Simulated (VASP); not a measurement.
# HfN (Fm-3m) in VASP: further runs

The runs below take HfN through single point, relaxation of the atoms, with PBE.

All numbers are computed with VASP 6.6.1; they aren't measurements. Logs are shortened: lines on timing, memory, paths and dates and some standing lists are left out, and cuts for length are marked.

**1. The cell of the first run**

Symmetry: Fm-3m, No. 225, cubic system. Conventional cell: a = 4.512 Å, b = 4.512 Å, c = 4.512 Å, α = 90.00°, β = 90.00°, γ = 90.00°. Within 3.0 Å of Hf (site symmetry m-3m) lie 6 N at 2.26 Å. N (site symmetry m-3m) has 6 Hf at 2.26 Å within 3.0 Å.

**2. Single point, PBE**

Contents of INCAR:

```
SYSTEM = HfN
PREC     = Accurate       ! precision mode
ENCUT    = 520            ! plane-wave cutoff, eV
EDIFF    = 1E-6           ! SCF threshold, eV
ISMEAR   = -1             ! smearing method
SIGMA    = 0.05           ! smearing width, eV
LREAL    = .FALSE.        ! projectors in reciprocal space
LASPH    = .TRUE.         ! aspherical terms in the spheres
NELM     = 100            ! most SCF steps
ALGO     = Normal         ! electronic algorithm
ISIF     = 2              ! what is computed and relaxed
LWAVE    = .FALSE.        ! write WAVECAR
LCHARG   = .FALSE.        ! write CHGCAR
GGA      = PE             ! functional
NBANDS   = 14             ! bands
```

Contents of KPOINTS:

```
regular mesh
0
G
  11 11 11
  0 0 0
```

Contents of POSCAR:

```
HfN
1.0
    0.0000000000      2.2560000000      2.2560000000
    2.2560000000      0.0000000000      2.2560000000
    2.2560000000      2.2560000000      0.0000000000
Hf N
1 1
Direct
    0.0000000000      0.0000000000      0.0000000000
    0.5000000000      0.5000000000      0.5000000000
```

Potentials or basis: VASP PAW PBE potentials, release 64 (Hf_pv, N).

The run is started by

```bash
> cat potpaw_PBE.64/Hf_pv/POTCAR potpaw_PBE.64/N/POTCAR > POTCAR
> mpirun -np 1 vasp_std > vasp.out
```

OUTCAR:

```text
SYSTEM = HfN
   PREC = Accurate
   ENCUT = 520
   EDIFF = 1E-6
   ISMEAR = -1
   LREAL = .FALSE.
   LASPH = .TRUE.
   NELM = 100
   ISIF = 2
   GGA = PE

 ion  position               nearest neighbor table
   1  0.000  0.000  0.000-   2 2.26   2 2.26   2 2.26   2 2.26   2 2.26   2 2.26
   2  0.500  0.500  0.500-   1 2.26   1 2.26   1 2.26   1 2.26   1 2.26   1 2.26

  LATTYP: Found a face centered cubic cell.
 ALAT       =     4.5120000000

  Lattice vectors:

 A1 = (   0.0000000000,   2.2560000000,   2.2560000000)
 A2 = (   2.2560000000,   0.0000000000,   2.2560000000)
 A3 = (   2.2560000000,   2.2560000000,   0.0000000000)

Analysis of symmetry for initial positions (statically):
=====================================================================
 Subroutine PRICEL returns:
 Original cell was already a primitive cell.

 Routine SETGRP: Setting up the symmetry group for a
 face centered cubic supercell.

 Subroutine GETGRP returns: Found 48 space group operations
 (whereof 48 operations were pure point group operations)
 out of a pool of 48 trial point group operations.

The static configuration has the point symmetry O_h .

Analysis of symmetry for dynamics (positions and initial velocities):
=====================================================================
 Subroutine PRICEL returns:
 Original cell was already a primitive cell.

 Routine SETGRP: Setting up the symmetry group for a
 face centered cubic supercell.

 Subroutine GETGRP returns: Found 48 space group operations
 (whereof 48 operations were pure point group operations)
 out of a pool of 48 trial point group operations.

The dynamic configuration has the point symmetry O_h .

 Subroutine INISYM returns: Found 48 space group operations
 (whereof 48 operations are pure point group operations),
 and found     1 'primitive' translations

----------------------------------------------------------------------------------------

                                     Primitive cell

  volume of cell :      22.9640

  direct lattice vectors                    reciprocal lattice vectors
     0.000000000  2.256000000  2.256000000    -0.221631206  0.221631206  0.221631206
     2.256000000  0.000000000  2.256000000     0.221631206 -0.221631206  0.221631206
     2.256000000  2.256000000  0.000000000     0.221631206  0.221631206 -0.221631206

  length of vectors
     3.190465797  3.190465797  3.190465797     0.383876509  0.383876509  0.383876509

  position of ions in fractional coordinates (direct lattice)
     0.000000000  0.000000000  0.000000000
     0.500000000  0.500000000  0.500000000

  ion indices of the primitive-cell ions
   primitive index   ion index
                 1           1
                 2           2

----------------------------------------------------------------------------------------

 KPOINTS: regular mesh

Automatic generation of k-mesh.
 Grid dimensions read from file:
 generate k-points for:   11   11   11

 Generating k-lattice:

  Cartesian coordinates                     Fractional coordinates (reciprocal lattice)
    -0.020148291  0.020148291  0.020148291     0.090909091  0.000000000  0.000000000
     0.020148291 -0.020148291  0.020148291     0.000000000  0.090909091  0.000000000
     0.020148291  0.020148291 -0.020148291     0.000000000  0.000000000  0.090909091

  Length of vectors
     0.034897864  0.034897864  0.034897864

  Shift w.r.t. Gamma in fractional coordinates (k-lattice)
     0.000000000  0.000000000  0.000000000

 Subroutine IBZKPT returns following result:
 ===========================================

 Found     56 irreducible k-points:

 Following reciprocal coordinates:
            Coordinates               Weight
  0.000000  0.000000  0.000000      1.000000
  0.090909  0.000000  0.000000      8.000000
  0.181818  0.000000  0.000000      8.000000
  0.272727  0.000000  0.000000      8.000000
  0.363636  0.000000  0.000000      8.000000
  0.454545  0.000000  0.000000      8.000000
[... 16 lines left out ...]
 -0.272727  0.181818  0.000000     24.000000
 -0.181818  0.181818  0.000000     12.000000
 [... further k-points ...]
   k-points           NKPTS =     56   k-points in BZ     NKDIM =     56   number of bands    NBANDS=     14
   number of dos      NEDOS =    301   number of ions     NIONS =      2
   total plane-waves  NPLWV =  13824
   dimension x,y,z NGX =    24 NGY =   24 NGZ =   24
   dimension x,y,z NGXF=    48 NGYF=   48 NGZF=   48
   ions per type =               1   1
   NGX,Y,Z   is equivalent  to a cutoff of  12.51, 12.51, 12.51 a.u.
   NGXF,Y,Z  is equivalent  to a cutoff of  25.01, 25.01, 25.01 a.u.
 SYSTEM =  HfN
   PREC   = accura    normal or accurate (medium, high low for compatibility)
   ISTART =      0    job   : 0-new  1-cont  2-samecut
   ICHARG =      2    charge: 1-file 2-atom 10-const
   ISPIN  =      1    spin polarized calculation?
   LNONCOLLINEAR =      F non collinear calculations
   LSORBIT =      F    spin-orbit coupling
   LASPH  =      T    aspherical Exc in radial PAW
   ENCUT  =  520.0 eV  38.22 Ry    6.18 a.u.   5.93  5.93  5.93*2*pi/ulx,y,z
   NELM   =    100;   NELMIN=  2; NELMDL= -5     # of ELM steps
   EDIFF  = 0.1E-05   stopping-criterion for ELM
   LREAL  =      F    real-space projection
   EDIFFG = 0.1E-04   stopping-criterion for IOM
   NSW    =      0    number of steps for IOM
   IBRION =     -1    ionic relax: 0-MD 1-quasi-New 2-CG
   NFREE  =      0    steps in history (QN), initial steepest desc. (CG)
   ISIF   =      2    stress and relaxation
   ISYM   =      2    0-nonsym 1-usesym 2-fastsym
   POTIM  = 0.5000    time-step for ionic-motion
   TEBEG  =    0.0;   TEEND  =   0.0 temperature during run
   PSTRESS=    0.0 pullay stress
   NELECT =      15.0000    total number of electrons
   NUPDOWN=      -1.0000    fix difference up-down
   EMIN   =  10.00;   EMAX   =-10.00  energy-range for DOS
   EFERMI =   0.00;   METHOD = LEGACY
   ISMEAR =    -1;   SIGMA  =   0.05  broadening in eV -4-tet -1-fermi 0-gaus
   EFERMI_NEDOS =   21; number of points for ismear=-14 and -15
   IALGO  =     38    algorithm
   IMIX   =      4    mixing-type and parameters
     AMIX     =   0.40;   BMIX     =  1.00
     AMIX_MAG =   1.60;   BMIX_MAG =  1.00
  volume/ion in A,a.u.               =      11.48        77.48
  Fermi-wavevector in a.u.,A,eV,Ry     =   1.420440  2.684242 27.451783  2.017649
  Thomas-Fermi vector in A             =   2.541355
   LORBIT       =      0    0 simple, 1 ext, 2 COOP (PROOUT), +10 PAW based schemes
   GGA     = PE    functional components
   LHFCALC =     F    Hartree Fock is set to
   AEXX    =    0.0000 exact exchange contribution
   IVDW    =     0    specifies the selected vdW correction
   LEPSILON=     F    determine dielectric tensor
   LRPA    =     F    only Hartree local field effects (RPA)
 non-spin polarized calculation
  energy-cutoff  :      520.00
  volume of cell :       22.96
 maximum number of plane-waves:       628
   NGX = 11   NGY = 11   NGZ = 11

 number of electron      15.0000001 magnetization

 Free energy of the ion-electron system (eV)
  ---------------------------------------------------
  ext. energy  EPLUGINS =         0.00000000
  ---------------------------------------------------
  free energy    TOTEN  =       -21.74988163 eV

  energy without entropy =      -21.74349962  energy(sigma->0) =      -21.74669063

 E-fermi :   8.3698     XC(G=0): -12.7534

 val. band max:        8.3602848778   @ k =   0.4545   0.1818   0.0000
 cond. band min:       8.4054577009   @ k =  -0.0909   0.0909   0.0000
 fundamental gap:      0.0451728231
 Fermi energy:         8.3697992291

 k-point     1 :       0.0000    0.0000    0.0000
  band No.  band energies     occupation
      1     -22.7177      2.00000
      2     -22.7177      2.00000
      3     -22.7177      2.00000
      4      -9.1118      2.00000
      5       5.3897      2.00000
      6       5.3897      2.00000
      7       5.3897      2.00000
      8       8.0718      1.99486
      9       8.0718      1.99486
     10       8.0718      1.99486
     11      10.2561      0.00000
     12      10.3989      0.00000
     13      10.3989      0.00000
     14      17.9942      0.00000

 k-point     2 :       0.0909    0.0000    0.0000
  band No.  band energies     occupation
      1     -22.8026      2.00000
      2     -22.7248      2.00000
      3     -22.7248      2.00000
      4      -8.9211      2.00000
      5       4.6035      2.00000
      6       4.9270      2.00000
      7       4.9270      2.00000
      8       8.2700      1.76058
      9       8.3461      1.23306
     10       8.3461      1.23306
     11      10.8466      0.00000
     12      11.0202      0.00000
     13      11.0202      0.00000
     14      18.6352      0.00000

 k-point     3 :       0.1818    0.0000    0.0000
  band No.  band energies     occupation
      1     -23.0227      2.00000
      2     -22.7436      2.00000
      3     -22.7436      2.00000
      4      -8.3988      2.00000
      5       3.1051      2.00000
      6       4.0304      2.00000
      7       4.0304      2.00000
      8       8.5955      0.02169
      9       9.0379      0.00000
     10       9.0379      0.00000
     11      12.1353      0.00000
     12      12.4737      0.00000
     13      12.4737      0.00000
     14      20.2440      0.00000
[... 324 lines left out ...]
 k-point    23 :      -0.2727    0.1818    0.0000
  band No.  band energies     occupation
      1     -23.4169      2.00000
      2     -22.9917      2.00000
      3     -22.7865      2.00000
      4      -7.1093      2.00000
      5       0.7224      2.00000
      6       2.5443      2.00000
      7       3.1508      2.00000
      8       9.8153      0.00000
      9      10.3443      0.00000
     10      11.9827      0.00000
     11      12.7991      0.00000
     12      15.6818      0.00000
     13      16.8930      0.00000
     14      20.4940      0.00000

 k-point    24 :      -0.1818    0.1818    0.0000
  band No.  band energies     occupation
      1     -23.2651      2.00000
      2     -22.9188      2.00000
      3     -22.7530      2.00000
      4      -7.5848      2.00000
      5       1.4262      2.00000
      6       2.8733      2.00000
      7       3.6231      2.00000
      8       9.2718      0.00000
      9       9.4941      0.00000
     10      11.5135      0.00000
     11      11.6958      0.00000
     12      14.6463      0.00000
     13      15.6337      0.00000
     14      20.6441      0.00000

 [... further k-points ...]
[... 5 lines left out ...]
  --------------------------------------------------------------------------------------
  -------------------------------------------------------------------------------------
  Total        0.6065738      0.6065738      0.6065738      0.0000000      0.0000000      0.0000000
  in kB       42.3201275     42.3201275     42.3201275      0.0000000      0.0000000      0.0000000
  external PRESSURE =      42.3201275 kB  Pullay stress =       0.0000000 kB

 VOLUME and BASIS-vectors are now :
 -----------------------------------------------------------------------------
  energy-cutoff  :      520.00
  volume of cell :       22.96
      direct lattice vectors                 reciprocal lattice vectors
     0.000000000  2.256000000  2.256000000    -0.221631206  0.221631206  0.221631206
     2.256000000  0.000000000  2.256000000     0.221631206 -0.221631206  0.221631206
     2.256000000  2.256000000  0.000000000     0.221631206  0.221631206 -0.221631206

 POSITION                                       TOTAL-FORCE (eV/Angst)
 -----------------------------------------------------------------------------------
      0.00000      0.00000      0.00000         0.000000      0.000000      0.000000
      2.25600      2.25600      2.25600        -0.000000     -0.000000     -0.000000
 -----------------------------------------------------------------------------------
    total drift:                                0.000000     -0.000000     -0.000000

  FREE ENERGIE OF THE ION-ELECTRON SYSTEM (eV)
  ---------------------------------------------------
  free  energy   TOTEN  =       -21.7498816327 eV

  energy  without entropy=      -21.7434996238  energy(sigma->0) =      -21.74669063
```

Wall time 14 s (1 thread of AMD EPYC 7R43 (Zen 3), shared host); peak memory 0.11 GiB.

Results:

- Free energy: -21.7499 eV
- Pressure: 4.2 GPa

Caveat: spin-orbit coupling is left out, which moves the levels of the heavy elements.

**3. Relaxation of the atoms, PBE**

Contents of INCAR:

```
SYSTEM = HfN
PREC = Accurate
ENCUT = 520
EDIFF = 1E-6
ISMEAR = -1
SIGMA = 0.05
LREAL = .False.
LASPH = .True.
NELM = 60
ALGO = Normal
ISIF = 2
LWAVE = .False.
LCHARG = .False.
GGA = PE
IBRION = 2
NSW = 80
EDIFFG = -0.02
```

Contents of KPOINTS:

```
regular mesh
0
Gamma
  11 11 11
  0 0 0
```

POSCAR is that of step 2.

Potentials or basis: VASP PAW PBE potentials, release 64 (Hf_pv, N).

The run is started by

```bash
> cat potpaw_PBE.64/Hf_pv/POTCAR potpaw_PBE.64/N/POTCAR > POTCAR
> mpirun -np 1 vasp_std > vasp.out
```

OUTCAR:

```text
SYSTEM = HfN
   PREC = Accurate
   ENCUT = 520
   EDIFF = 1E-6
   ISMEAR = -1
   LREAL = .False.
   LASPH = .True.
   NELM = 60
   ISIF = 2
   GGA = PE
   IBRION = 2
   NSW = 80
   EDIFFG = -0.02

 ion  position               nearest neighbor table
   1  0.000  0.000  0.000-   2 2.26   2 2.26   2 2.26   2 2.26   2 2.26   2 2.26
   2  0.500  0.500  0.500-   1 2.26   1 2.26   1 2.26   1 2.26   1 2.26   1 2.26

  LATTYP: Found a face centered cubic cell.
 ALAT       =     4.5120000000

  Lattice vectors:

[... 516 lines left out ...]
      8       9.2717      0.00000
      9       9.4941      0.00000
     10      11.5135      0.00000
     11      11.6958      0.00000

 [... further k-points ...]
[... 5 lines left out ...]
  --------------------------------------------------------------------------------------
  -------------------------------------------------------------------------------------
  Total        0.6073879      0.6073879      0.6073879     -0.0000000      0.0000000     -0.0000000
  in kB       42.3769237     42.3769237     42.3769237     -0.0000000      0.0000000     -0.0000000
  external PRESSURE =      42.3769237 kB  Pullay stress =       0.0000000 kB

 VOLUME and BASIS-vectors are now :
 -----------------------------------------------------------------------------
  energy-cutoff  :      520.00
  volume of cell :       22.96
      direct lattice vectors                 reciprocal lattice vectors
     0.000000000  2.256000000  2.256000000    -0.221631206  0.221631206  0.221631206
     2.256000000  0.000000000  2.256000000     0.221631206 -0.221631206  0.221631206
     2.256000000  2.256000000  0.000000000     0.221631206  0.221631206 -0.221631206

 POSITION                                       TOTAL-FORCE (eV/Angst)
 -----------------------------------------------------------------------------------
      0.00000      0.00000      0.00000        -0.000000     -0.000000     -0.000000
      2.25600      2.25600      2.25600         0.000000      0.000000      0.000000
 -----------------------------------------------------------------------------------
    total drift:                                0.000000     -0.000000     -0.000000

  FREE ENERGIE OF THE ION-ELECTRON SYSTEM (eV)
  ---------------------------------------------------
  free  energy   TOTEN  =       -21.7498815883 eV

  energy  without entropy=      -21.7434996279  energy(sigma->0) =      -21.74669061

 reached required accuracy - stopping structural energy minimisation
```

CONTCAR:

```text
HfN
   1.00000000000000
     0.0000000000000000    2.2559999999999998    2.2559999999999998
     2.2559999999999998    0.0000000000000000    2.2559999999999998
     2.2559999999999998    2.2559999999999998    0.0000000000000000
  Hf              N
     1     1
Direct
     0.0000000000000000    0.0000000000000000    0.0000000000000000
     0.5000000000000000    0.5000000000000000    0.5000000000000000

  0.00000000E+00  0.00000000E+00  0.00000000E+00
  0.00000000E+00  0.00000000E+00  0.00000000E+00
```

It took 14 s on 1 thread of AMD EPYC 7R43 (Zen 3), shared host; peak memory 0.11 GiB.

Results:

| Quantity | Value |
| --- | --- |
| Free energy | -21.7499 eV |
| Pressure after relaxing | 4.2 GPa |

Final structure:
```
CELL_PARAMETERS angstrom
0.00000 2.25600 2.25600
2.25600 0.00000 2.25600
2.25600 2.25600 0.00000
ATOMIC_POSITIONS crystal
Hf 0.00000 0.00000 0.00000
N 0.50000 0.50000 0.50000
```

Levels at points of the mesh, in eV from the Fermi level:
| k point | band 6 | band 7 | band 8 | band 9 | band 10 | band 11 |
| --- | --- | --- | --- | --- | --- | --- |
| (0.00, 0.00, 0.00) | -2.98 | -2.98 | -0.30 | -0.30 | -0.30 | 1.89 |

Caveat: the relaxation stopped at its first step, so nothing moved; spin-orbit coupling is left out, which moves the levels of the heavy elements.
